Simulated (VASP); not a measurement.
Wanted: the native input for a VASP 6.6.1 run.

| Property | Result |
| --- | --- |
| Task | single point |
| Functional | LDA |
| Potentials or basis | VASP PAW LDA potentials, release 64 (Bi_d) |
| Cutoff | 520 eV |
| k mesh | 13 × 13 × 13 |
| Occupations | fermi-dirac, width 0.1 eV |
| Spin | no spin polarisation |
| Dipole correction | no |
| Further INCAR settings | ALGO = Normal; EDIFF = 1e-07; NBANDS = 14 |

The structure of Bi lies in POSCAR:

```
Bi
1.0
    0.0000000000      2.4202250578      2.4202250578
    2.4202250578      0.0000000000      2.4202250578
    2.4202250578      2.4202250578      0.0000000000
Bi
1
Direct
    0.0000000000      0.0000000000      0.0000000000
```

This cell differs from its parent crystal: volume scaled by 0.96.

One way to write it, as run:

INCAR

```
PREC = Accurate ; ENCUT = 520
EDIFF = 1E-7 ; ISMEAR = -1
SIGMA = 0.1 ; LREAL = F
LASPH = T ; NELM = 100
ALGO = Normal ; ISIF = 2
LWAVE = F ; LCHARG = F
GGA = CA ; NBANDS = 14
```

KPOINTS

```
regular mesh
0
Gamma
  13 13 13
```

Potentials or basis: VASP PAW LDA potentials, release 64 (Bi_d).

Command:

```sh
$ cat potpaw_LDA.64/Bi_d/POTCAR > POTCAR
$ mpirun -np 1 vasp_std > vasp.out
```

Results of the run:

| Quantity | Value |
| --- | --- |
| Pressure | 3.0 GPa |

Run time: 20 s on 1 thread of Intel(R) Xeon(R) Platinum 8488C (Sapphire Rapids), on a shared host, peak memory 0.15 GiB.
